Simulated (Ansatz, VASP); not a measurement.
**SnH5 in VASP and in Ansatz**

File INCAR:

```
SYSTEM = SnH5
  PREC = Accurate
  ENCUT = 600
  EDIFF = 1E-6
  ISMEAR = 0
  SIGMA = 0.1
  LREAL = .FALSE.
  LASPH = .TRUE.
  NELM = 100
  ALGO = Normal
  ISIF = 3
  LWAVE = .FALSE.
  LCHARG = .FALSE.
  GGA = PE
  IBRION = 2
  NSW = 100
  EDIFFG = -0.01
```

KPOINTS

```
regular mesh
0
G
  12 12 8
  0 0 0
```

Contents of POSCAR:

```
SnH5
1.0
    3.1723049529      0.0000000000      0.0000000000
    0.0000000000      3.1723049529      0.0000000000
    0.0000000000      0.0000000000      5.5175123817
Sn H
1 5
Direct
    0.5000000000      0.5000000000      0.0000000000
    0.5000000000      0.5000000000      0.4299462947
    0.5000000000      0.5000000000      0.5700537053
    0.0000000000      0.0000000000      0.3239468682
    0.0000000000      0.0000000000      0.6760531318
    0.0000000000      0.0000000000      0.5000000000
```

Input for Ansatz:

```yaml
crystal:
  lattice:
    - [3.1723049529, 0.0, 0.0]
    - [0.0, 3.1723049529, 0.0]
    - [0.0, 0.0, 5.5175123817]
  atoms:
    - { symbol: Sn, position: [0.5, 0.5, 0.0] }
    - { symbol: H, position: [0.5, 0.5, 0.4299462947] }
    - { symbol: H, position: [0.5, 0.5, 0.5700537053] }
    - { symbol: H, position: [0.0, 0.0, 0.3239468682] }
    - { symbol: H, position: [0.0, 0.0, 0.6760531318] }
    - { symbol: H, position: [0.0, 0.0, 0.5] }
basis:
  ecutwfc: 420
kpoints:
  mp_grid: { grid: [12, 12, 8] }
hamiltonian:
  xc: pbe
scf:
  occupations: { method: gaussian, width: 0.1 }
output:
  forces: true
  stress: true
  eigenvalues: true
  write_density: true
  write_potential: true
  elf: true
  volumetric_format: npy
relax:
  adjacent_minimum: "off"
  f_tol: 0.01
  max_steps: 80
  cell: { stress_tol: 0.05 }
```

Change from the starting cell: species swapped into the Hf5Pb type (P4/mmm, No. 123).

Alike in both runs: task relaxation of cell and atoms; functional PBE; k mesh 12 × 12 × 8; occupations gaussian, width 0.1 eV; no spin polarisation.

```csv
,VASP,Ansatz
version,VASP 6.6.1,Ansatz 0.2.0
potentials or method,"VASP PAW PBE potentials, release 64 (Sn_d, H), cutoff 600 eV","scalar-relativistic, plane waves, PAW"
valence electrons in the cell,19,19
```

|  | VASP | Ansatz | Ansatz less VASP |
| --- | --- | --- | --- |
| gap on the k mesh at the Fermi level, each at its own relaxed structure (eV) | none | none | - |
| relaxed volume (Å³/atom) | 9.28 | 9.30 | +0.019 |
| relaxed length of the cell vector where the two differ most in proportion (Å) | 5.544 | 5.550 | +0.0068 |

A gap of «none» marks a metal or a gap that the smearing closes.
